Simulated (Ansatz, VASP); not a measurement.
**H2O in VASP and in Ansatz**

File INCAR:

```
PREC     = Accurate       # precision mode
ENCUT    = 1000           # plane-wave cutoff, eV
EDIFF    = 1E-6           # SCF threshold, eV
ISMEAR   = 0              # smearing method
SIGMA    = 0.05           # smearing width, eV
LREAL    = F              # projectors in reciprocal space
LASPH    = T              # aspherical terms in the spheres
NELM     = 120            # most SCF steps
ALGO     = Normal         # electronic algorithm
ISIF     = 2              # what is computed and relaxed
LWAVE    = F              # write WAVECAR
LCHARG   = F              # write CHGCAR
LDIPOL   = T            
IDIPOL   = 3            
DIPOL    = 0.5 0.5 0.642
GGA      = PE             # functional
IVDW     = 12             # dispersion correction
NBANDS   = 11             # bands
GGA_COMPAT= F            
NELMDL   = -8
```

File KPOINTS:

```
Automatic mesh
0
Gamma
  3 2 1
```

File POSCAR:

```
H2O
1.0
    5.0301999808      0.0000000000      0.0000000000
    0.0000000000      7.1137770343      0.0000000000
    0.0000000000      0.0000000000     25.8538499760
O H
1 2
Direct
    0.4712925473      1.0718275199      0.6444207036
    0.3606341779      0.9792075030      0.6267209040
    0.3456312588      1.1673392082      0.6555268136
```

Input for Ansatz:

```yaml
crystal:
  lattice:
    - [5.0301999808, 0.0, 0.0]
    - [0.0, 7.1137770343, 0.0]
    - [0.0, 0.0, 25.853849976]
  atoms:
    - { symbol: O, position: [0.4712925473, 1.0718275199, 0.6444207036] }
    - { symbol: H, position: [0.3606341779, 0.979207503, 0.626720904] }
    - { symbol: H, position: [0.3456312588, 1.1673392082, 0.6555268136] }
basis:
  ecutwfc: 420
kpoints:
  mp_grid: { grid: [3, 2, 1] }
hamiltonian:
  xc: pbe
  dispersion: d3bj
scf:
  occupations: { method: gaussian, width: 0.05 }
output:
  forces: true
  eigenvalues: true
  write_density: true
  volumetric_format: npy
efield:
  axis: 3
  dipole_correction: true
  ramp_width: 0.04
```

Alike in both runs: task single point; functional PBE; dispersion D3(BJ); k mesh 3 × 2 × 1; occupations gaussian, width 0.05 eV; no spin polarisation.

|  | VASP | Ansatz |
| --- | --- | --- |
| version | VASP 6.6.1 | Ansatz 0.2.0 |
| potentials or method | VASP PAW PBE potentials, release 64 (O_h, H_h), cutoff 1000 eV | scalar-relativistic, plane waves, PAW |
| valence electrons in the cell | 8 | 8 |

VASP gave:

```
gap on the k mesh at the Fermi level (eV) : 5.74
rms of the force components (eV/Å)        : 0.144
```

Question: Estimate Ansatz's values.

Answer: gap on the k mesh at the Fermi level (eV): 5.73; rms of the force components (eV/Å): 0.145.

Atom by atom the forces differ by 0.006 eV/Å (rms over components).

The k mesh is coarse, so the values compare programs but aren't converged.
